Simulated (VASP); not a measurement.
MoS2:

```
CELL_PARAMETERS angstrom
3.22746 0.00000 0.00000
-1.61373 2.79507 0.00000
0.00000 0.00000 6.31247
ATOMIC_POSITIONS crystal
Mo 0.00000 0.00000 0.50000
S 0.66667 0.33333 0.74468
S 0.33333 0.66667 0.25532
```

```yaml
Program: VASP 6.6.1
Task: relaxation of cell and atoms
Functional: RPBE
Potentials_or_basis: VASP PAW PBE potentials, release 64 (Mo_sv, S)
Cutoff: 600 eV
k_mesh: 9 × 9 × 4
Occupations: fermi-dirac, width 0.05 eV
Spin: no spin polarisation
```

At the start: pressure 3.4 GPa; volume 18.98 Å³/atom.

**Question.** Where does the relaxation end?

**Answer.** Over 33 steps the energy falls by 27.2 meV/atom and the volume is 23.20 Å³/atom (+22.2 %); space group P-3m1 (No. 164, to 0.1 Å) before and after.

The path:
| step | energy change (eV) | largest force (eV/Å) | pressure (GPa) | volume (Å³) |
| --- | --- | --- | --- | --- |
| 1 | 0.0000 | 0.3408 | 3.42 | 56.94 |
| 2 | 0.0253 | 0.8433 | -4.91 | 60.35 |
| 3 | -0.0176 | 0.1496 | -0.12 | 58.24 |
| 4 | -0.0176 | 0.1404 | -0.05 | 58.22 |
| 5 | -0.0221 | 0.1548 | 0.05 | 58.32 |
| 6 | -0.0309 | 0.1946 | 0.38 | 58.63 |
| 7 | -0.0287 | 0.2491 | 1.15 | 59.16 |
| 8 | -0.0333 | 0.2158 | 0.74 | 58.87 |
| 9 | -0.0366 | 0.2224 | 0.58 | 59.20 |
| 10 | -0.0453 | 0.2415 | 0.16 | 60.20 |
| 11 | -0.0586 | 0.2666 | -0.52 | 62.22 |
| 12 | -0.0724 | 0.2644 | -1.36 | 66.32 |
| 13 | -0.0776 | 0.1036 | -0.46 | 66.54 |
| 14 | -0.0789 | 0.0238 | 0.25 | 66.71 |
| 15 | -0.0789 | 0.0311 | 0.28 | 66.72 |
| 16 | -0.0792 | 0.0326 | 0.28 | 66.91 |
| 17 | -0.0800 | 0.0380 | 0.28 | 67.47 |
| 18 | -0.0809 | 0.0567 | 0.28 | 68.61 |
| 19 | -0.0803 | 0.1160 | 0.45 | 70.89 |
| 20 | -0.0806 | 0.0023 | -0.21 | 71.74 |
| 21 | -0.0808 | 0.0419 | 0.03 | 71.42 |
| 22 | -0.0809 | 0.0345 | 0.01 | 71.33 |
| 23 | -0.0811 | 0.0124 | 0.00 | 71.05 |
| 24 | -0.0811 | 0.0315 | -0.05 | 70.50 |
| 25 | -0.0812 | 0.0102 | -0.03 | 70.76 |
| 26 | -0.0813 | 0.0038 | 0.06 | 70.57 |
| 27 | -0.0813 | 0.0246 | 0.20 | 70.28 |
| 28 | -0.0813 | 0.0163 | 0.15 | 70.39 |
| 29 | -0.0813 | 0.0164 | 0.14 | 70.34 |
| 30 | -0.0813 | 0.0160 | 0.14 | 70.22 |
| 31 | -0.0814 | 0.0146 | 0.12 | 69.97 |
| 32 | -0.0815 | 0.0125 | 0.10 | 69.48 |
| 33 | -0.0815 | 0.0059 | -0.01 | 69.59 |

Final structure:
```xyz
3
Lattice="3.2241 0.0000 0.0000 -1.6121 2.7922 0.0000 0.0000 0.0000 7.7299" Properties=species:S:1:pos:R:3 pbc="T T T"
Mo    0.0000    0.0000    3.8650
S     1.6121    0.9307    5.4436
S     0.0000    1.8615    2.2863
```

Caveat: the volume moved by over 15 % at a fixed basis, so the end points are rough; the PAW data sets were made with another functional, which shifts forces and pressure a little; this functional lacks dispersion, which binds the layers, so the pressure and a relaxed spacing across them are unreliable.
